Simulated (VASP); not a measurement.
# Al (Fm-3m) in VASP: single point with r2SCAN

Aim: the single point of Al with r2SCAN.

Everything below comes from runs of VASP 6.6.1. Logs are shortened: lines on timing, memory, paths and dates and some standing lists are left out, and cuts for length are marked.

### 1 The cell of the first run

Symmetry: Fm-3m, No. 225, cubic system. Conventional cell: a = 3.993 Å, b = 3.993 Å, c = 3.993 Å, α = 90.00°, β = 90.00°, γ = 90.00°. Within 3.7 Å of Al (site symmetry m-3m) lie 12 Al at 2.82 Å.

### 2 Single point, r2SCAN

The input, POSCAR:

```
Al
1.0
    0.0000000000      1.9966441620      1.9966441620
    1.9966441620      0.0000000000      1.9966441620
    1.9966441620      1.9966441620      0.0000000000
Al
1
Direct
    0.0000000000      0.0000000000      0.0000000000
```

The input, INCAR.step1:

```
SYSTEM = Al
ALGO = Normal ; EDIFF = 1E-4
ENCUT = 520 ; GGA = PE
ISMEAR = 0 ; LASPH = .TRUE.
LCHARG = .FALSE. ; LREAL = .FALSE.
LWAVE = .TRUE. ; NBANDS = 8
NELM = 100 ; PREC = Accurate
SIGMA = 0.2
```

The input, INCAR.step2:

```
SYSTEM = Al
ALGO = Normal ; EDIFF = 1E-6
ENCUT = 520 ; ISIF = 2
ISMEAR = 0 ; ISTART = 1
LASPH = .TRUE. ; LCHARG = .FALSE.
LMIXTAU = .TRUE. ; LREAL = .FALSE.
LWAVE = .FALSE. ; METAGGA = R2SCAN
NBANDS = 8 ; NELM = 100
PREC = Accurate ; SIGMA = 0.2
```

The input, KPOINTS:

```
k-points
0
G
  28 28 28
  0 0 0
```

Potentials or basis: VASP PAW PBE potentials, release 64 (Al).

Run with:

```bash
> cat potpaw_PBE.64/Al/POTCAR > POTCAR
> cp INCAR.step1 INCAR
> mpirun -np 1 vasp_std > vasp.out
> cp INCAR.step2 INCAR
> mpirun -np 1 vasp_std > vasp.out
```

OUTCAR:

```text
SYSTEM = Al
   EDIFF = 1E-6
   ENCUT = 520
   ISIF = 2
   ISMEAR = 0
   ISTART = 1
   LASPH = .TRUE.
   LREAL = .FALSE.
   METAGGA = R2SCAN
   NELM = 100
   PREC = Accurate

 ion  position               nearest neighbor table
   1  0.000  0.000  0.000-

  LATTYP: Found a face centered cubic cell.
 ALAT       =     3.9932883240

  Lattice vectors:

 A1 = (   0.0000000000,   1.9966441620,   1.9966441620)
 A2 = (   1.9966441620,   0.0000000000,   1.9966441620)
 A3 = (   1.9966441620,   1.9966441620,   0.0000000000)

Analysis of symmetry for initial positions (statically):
=====================================================================
 Subroutine PRICEL returns:
 Original cell was already a primitive cell.

 Routine SETGRP: Setting up the symmetry group for a
 face centered cubic supercell.

 Subroutine GETGRP returns: Found 48 space group operations
 (whereof 48 operations were pure point group operations)
 out of a pool of 48 trial point group operations.

The static configuration has the point symmetry O_h .

Analysis of symmetry for dynamics (positions and initial velocities):
=====================================================================
 Subroutine PRICEL returns:
 Original cell was already a primitive cell.

 Routine SETGRP: Setting up the symmetry group for a
 face centered cubic supercell.

 Subroutine GETGRP returns: Found 48 space group operations
 (whereof 48 operations were pure point group operations)
 out of a pool of 48 trial point group operations.

The dynamic configuration has the point symmetry O_h .

 Subroutine INISYM returns: Found 48 space group operations
 (whereof 48 operations are pure point group operations),
 and found     1 'primitive' translations

----------------------------------------------------------------------------------------

                                     Primitive cell

  volume of cell :      15.9196

  direct lattice vectors                    reciprocal lattice vectors
     0.000000000  1.996644162  1.996644162    -0.250420185  0.250420185  0.250420185
     1.996644162  0.000000000  1.996644162     0.250420185 -0.250420185  0.250420185
     1.996644162  1.996644162  0.000000000     0.250420185  0.250420185 -0.250420185

  length of vectors
     2.823681253  2.823681253  2.823681253     0.433740483  0.433740483  0.433740483

  position of ions in fractional coordinates (direct lattice)
     0.000000000  0.000000000  0.000000000

  ion indices of the primitive-cell ions
   primitive index   ion index
                 1           1

----------------------------------------------------------------------------------------

 KPOINTS: k-points

Automatic generation of k-mesh.
 Grid dimensions read from file:
 generate k-points for:   28   28   28

 Generating k-lattice:

  Cartesian coordinates                     Fractional coordinates (reciprocal lattice)
    -0.008943578  0.008943578  0.008943578     0.035714286  0.000000000  0.000000000
     0.008943578 -0.008943578  0.008943578     0.000000000  0.035714286  0.000000000
     0.008943578  0.008943578 -0.008943578     0.000000000  0.000000000  0.035714286

  Length of vectors
     0.015490732  0.015490732  0.015490732

  Shift w.r.t. Gamma in fractional coordinates (k-lattice)
     0.000000000  0.000000000  0.000000000

 Subroutine IBZKPT returns following result:
 ===========================================

 Found    624 irreducible k-points:

 Following reciprocal coordinates:
            Coordinates               Weight
  0.000000  0.000000  0.000000      1.000000
  0.035714  0.000000  0.000000      8.000000
  0.071429  0.000000  0.000000      8.000000
  0.107143  0.000000  0.000000      8.000000
  0.142857  0.000000  0.000000      8.000000
  0.178571  0.000000  0.000000      8.000000
[... 16 lines left out ...]
  0.285714  0.035714  0.000000     24.000000
  0.321429  0.035714  0.000000     24.000000
 [... further k-points ...]
   k-points           NKPTS =    624   k-points in BZ     NKDIM =    624   number of bands    NBANDS=      8
   number of dos      NEDOS =    301   number of ions     NIONS =      1
   total plane-waves  NPLWV =  13824
   dimension x,y,z NGX =    24 NGY =   24 NGZ =   24
   dimension x,y,z NGXF=    48 NGYF=   48 NGZF=   48
   ions per type =               1
   NGX,Y,Z   is equivalent  to a cutoff of  14.13, 14.13, 14.13 a.u.
   NGXF,Y,Z  is equivalent  to a cutoff of  28.26, 28.26, 28.26 a.u.
 SYSTEM =  Al
   PREC   = accura    normal or accurate (medium, high low for compatibility)
   ISTART =      1    job   : 0-new  1-cont  2-samecut
   ICHARG =      0    charge: 1-file 2-atom 10-const
   ISPIN  =      1    spin polarized calculation?
   LNONCOLLINEAR =      F non collinear calculations
   LSORBIT =      F    spin-orbit coupling
   LASPH  =      T    aspherical Exc in radial PAW
   ENCUT  =  520.0 eV  38.22 Ry    6.18 a.u.   5.25  5.25  5.25*2*pi/ulx,y,z
   NELM   =    100;   NELMIN=  2; NELMDL=  0     # of ELM steps
   EDIFF  = 0.1E-05   stopping-criterion for ELM
   LREAL  =      F    real-space projection
   EDIFFG = 0.1E-04   stopping-criterion for IOM
   NSW    =      0    number of steps for IOM
   IBRION =     -1    ionic relax: 0-MD 1-quasi-New 2-CG
   NFREE  =      0    steps in history (QN), initial steepest desc. (CG)
   ISIF   =      2    stress and relaxation
   ISYM   =      2    0-nonsym 1-usesym 2-fastsym
   POTIM  = 0.5000    time-step for ionic-motion
   TEBEG  =    0.0;   TEEND  =   0.0 temperature during run
   PSTRESS=    0.0 pullay stress
   NELECT =       3.0000    total number of electrons
   NUPDOWN=      -1.0000    fix difference up-down
   EMIN   =  10.00;   EMAX   =-10.00  energy-range for DOS
   EFERMI =   0.00;   METHOD = LEGACY
   ISMEAR =     0;   SIGMA  =   0.20  broadening in eV -4-tet -1-fermi 0-gaus
   EFERMI_NEDOS =   21; number of points for ismear=-14 and -15
   IALGO  =     38    algorithm
   IMIX   =      4    mixing-type and parameters
     AMIX     =   0.40;   BMIX     =  1.00
     AMIX_MAG =   1.60;   BMIX_MAG =  1.00
  volume/ion in A,a.u.               =      15.92       107.43
  Fermi-wavevector in a.u.,A,eV,Ry     =   0.938580  1.773659 11.985810  0.880932
  Thomas-Fermi vector in A             =   2.065806
   LORBIT       =      0    0 simple, 1 ext, 2 COOP (PROOUT), +10 PAW based schemes
   METAGGA = R2SCAN    functional components
   LHFCALC =     F    Hartree Fock is set to
   AEXX    =    0.0000 exact exchange contribution
   IVDW    =     0    specifies the selected vdW correction
   LEPSILON=     F    determine dielectric tensor
   LRPA    =     F    only Hartree local field effects (RPA)
 non-spin polarized calculation
 Gauss-broadening in eV      SIGMA  =   0.20
  energy-cutoff  :      520.00
  volume of cell :       15.92
 maximum number of plane-waves:       444
 NGX is ok and might be reduce to    24
   NGX = 11   NGY = 11   NGZ = 11

 number of electron       3.0000000 magnetization

 Free energy of the ion-electron system (eV)
  ---------------------------------------------------
  ext. energy  EPLUGINS =         0.00000000
  ---------------------------------------------------
  free energy    TOTEN  =        -6.74159245 eV

  energy without entropy =       -6.73386055  energy(sigma->0) =       -6.73772650

 E-fermi :   8.4080     XC(G=0): -11.0402

 val. band max:        8.4037265917   @ k =  -0.4286   0.3571   0.1071
 cond. band min:       8.4114674796   @ k =  -0.3571   0.4286   0.0714
 fundamental gap:      0.0077408879
 Fermi energy:         8.4079886201

 k-point     1 :       0.0000    0.0000    0.0000
  band No.  band energies     occupation
      1      -3.7000      2.00000
      2      21.9216      0.00000
      3      21.9216      0.00000
      4      21.9216      0.00000
      5      24.1159      0.00000
      6      24.1159      0.00000
      7      24.1159      0.00000
      8      26.0182      0.00000

 k-point     2 :       0.0357    0.0000    0.0000
  band No.  band energies     occupation
      1      -3.6623      2.00000
      2      21.1521      0.00000
      3      21.8046      0.00000
      4      21.8046      0.00000
      5      24.2934      0.00000
      6      24.2935      0.00000
      7      24.4335      0.00000
      8      26.4421      0.00000

 k-point     3 :       0.0714    0.0000    0.0000
  band No.  band energies     occupation
      1      -3.5491      2.00000
      2      19.7291      0.00000
      3      21.5336      0.00000
      4      21.5336      0.00000
      5      24.6075      0.00000
      6      24.7439      0.00000
      7      24.7439      0.00000
      8      27.6110      0.00000

 k-point     4 :       0.1071    0.0000    0.0000
  band No.  band energies     occupation
      1      -3.3608      2.00000
      2      18.1827      0.00000
      3      21.2197      0.00000
      4      21.2197      0.00000
      5      24.5575      0.00000
      6      25.3439      0.00000
      7      25.3439      0.00000
      8      27.8320      0.00000

 k-point     5 :       0.1429    0.0000    0.0000
  band No.  band energies     occupation
      1      -3.0975      2.00000
      2      16.6228      0.00000
      3      20.9197      0.00000
      4      20.9197      0.00000
      5      24.4298      0.00000
      6      25.9545      0.00000
      7      25.9545      0.00000
      8      27.1383      0.00000

 k-point     6 :       0.1786    0.0000    0.0000
  band No.  band energies     occupation
      1      -2.7598      2.00000
      2      15.0845      0.00000
      3      20.6579      0.00000
      4      20.6579      0.00000
      5      24.2840      0.00000
      6      25.8970      0.00000
      7      25.8970      0.00000
      8      27.1998      0.00000

 k-point     7 :       0.2143    0.0000    0.0000
  band No.  band energies     occupation
      1      -2.3480      2.00000
      2      13.5836      0.00000
      3      20.4451      0.00000
      4      20.4451      0.00000
      5      24.1505      0.00000
      6      25.2142      0.00000
      7      25.2142      0.00000
      8      27.9890      0.00000

 k-point     8 :       0.2500    0.0000    0.0000
  band No.  band energies     occupation
      1      -1.8630      2.00000
      2      12.1288      0.00000
      3      20.2866      0.00000
      4      20.2866      0.00000
      5      24.0483      0.00000
      6      24.4935      0.00000
      7      24.4935      0.00000
      8      28.8339      0.00000

 k-point     9 :       0.2857    0.0000    0.0000
  band No.  band energies     occupation
      1      -1.3055      2.00000
      2      10.7256      0.00000
      3      20.1852      0.00000
      4      20.1852      0.00000
      5      23.8092      0.00000
      6      23.8092      0.00000
      7      23.9898      0.00000
      8      28.1565      0.00000

 k-point    10 :       0.3214    0.0000    0.0000
  band No.  band energies     occupation
      1      -0.6765      2.00000
      2       9.3779      0.00000
      3      20.1424      0.00000
      4      20.1424      0.00000
      5      23.1771      0.00000
      6      23.1771      0.00000
      7      23.9831      0.00000
      8      27.5128      0.00000
[... 78 lines left out ...]
 k-point    18 :       0.1071    0.0357    0.0000
  band No.  band energies     occupation
      1      -3.3984      2.00000
      2      18.7050      0.00000
      3      20.6482      0.00000
      4      21.5082      0.00000
      5      24.4088      0.00000
      6      25.0209      0.00000
      7      25.8419      0.00000
      8      27.1588      0.00000

 k-point    19 :       0.1429    0.0357    0.0000
  band No.  band energies     occupation
      1      -3.1601      2.00000
      2      17.1550      0.00000
      3      20.3000      0.00000
      4      21.3033      0.00000
      5      24.8678      0.00000
      6      25.0205      0.00000
      7      26.3251      0.00000
      8      26.4962      0.00000

 k-point    20 :       0.1786    0.0357    0.0000
  band No.  band energies     occupation
      1      -2.8472      2.00000
      2      15.6135      0.00000
      3      20.0017      0.00000
      4      21.0769      0.00000
      5      24.7470      0.00000
      6      25.2222      0.00000
      7      25.9927      0.00000
      8      26.7691      0.00000

 k-point    21 :       0.2143    0.0357    0.0000
  band No.  band energies     occupation
      1      -2.4602      2.00000
      2      14.1027      0.00000
      3      19.7586      0.00000
      4      20.8717      0.00000
      5      24.4311      0.00000
      6      24.6975      0.00000
      7      26.2252      0.00000
      8      26.7181      0.00000

 k-point    22 :       0.2500    0.0357    0.0000
  band No.  band energies     occupation
      1      -1.9997      2.00000
      2      12.6343      0.00000
      3      19.5734      0.00000
      4      20.7070      0.00000
      5      23.7176      0.00000
      6      24.5433      0.00000
      7      25.5268      0.00000
      8      27.6031      0.00000

 k-point    23 :       0.2857    0.0357    0.0000
  band No.  band energies     occupation
      1      -1.4664      2.00000
      2      11.2150      0.00000
      3      19.4478      0.00000
      4      20.5912      0.00000
      5      23.0102      0.00000
      6      24.4662      0.00000
      7      24.8416      0.00000
      8      28.3219      0.00000

 k-point    24 :       0.3214    0.0357    0.0000
  band No.  band energies     occupation
      1      -0.8612      2.00000
      2       9.8496      0.00000
      3      19.3828      0.00000
      4      20.5275      0.00000
      5      22.3572      0.00000
      6      24.1988      0.00000
      7      24.4420      0.00000
      8      27.9520      0.00000

 [... further k-points ...]
[... 5 lines left out ...]
  --------------------------------------------------------------------------------------
  -------------------------------------------------------------------------------------
  Total       -0.0318664     -0.0318664     -0.0318664     -0.0000000     -0.0000000     -0.0000000
  in kB       -3.2070977     -3.2070977     -3.2070977     -0.0000000     -0.0000000     -0.0000000
  external PRESSURE =      -3.2070977 kB  Pullay stress =       0.0000000 kB

 VOLUME and BASIS-vectors are now :
 -----------------------------------------------------------------------------
  energy-cutoff  :      520.00
  volume of cell :       15.92
      direct lattice vectors                 reciprocal lattice vectors
     0.000000000  1.996644162  1.996644162    -0.250420185  0.250420185  0.250420185
     1.996644162  0.000000000  1.996644162     0.250420185 -0.250420185  0.250420185
     1.996644162  1.996644162  0.000000000     0.250420185  0.250420185 -0.250420185

 POSITION                                       TOTAL-FORCE (eV/Angst)
 -----------------------------------------------------------------------------------
      0.00000      0.00000      0.00000         0.000000      0.000000      0.000000
 -----------------------------------------------------------------------------------
    total drift:                               -0.000000      0.000000      0.000000

  FREE ENERGIE OF THE ION-ELECTRON SYSTEM (eV)
  ---------------------------------------------------
  free  energy   TOTEN  =        -6.7415924487 eV

  energy  without entropy=       -6.7338605492  energy(sigma->0) =       -6.73772650
```

Wall time 2 min (1 thread of Intel Xeon Platinum 8488C (Sapphire Rapids), shared host); peak memory 0.19 GiB.

What came out:

```
Free energy : -6.7416 eV
Pressure    : -0.3 GPa
```

Levels at points of the mesh, in eV from the Fermi level:
| k point | band 1 | band 2 | band 3 | band 4 |
| --- | --- | --- | --- | --- |
| (0.00, 0.00, 0.00) | -12.11 | 13.51 | 13.51 | 13.51 |
| (0.50, 0.00, 0.00) | -5.16 | -4.60 | 12.24 | 12.24 |
| (0.50, 0.50, 0.00) | -3.26 | -1.68 | 5.46 | 6.17 |

Caveat: the PAW data sets were made with another functional, which shifts forces and pressure a little.
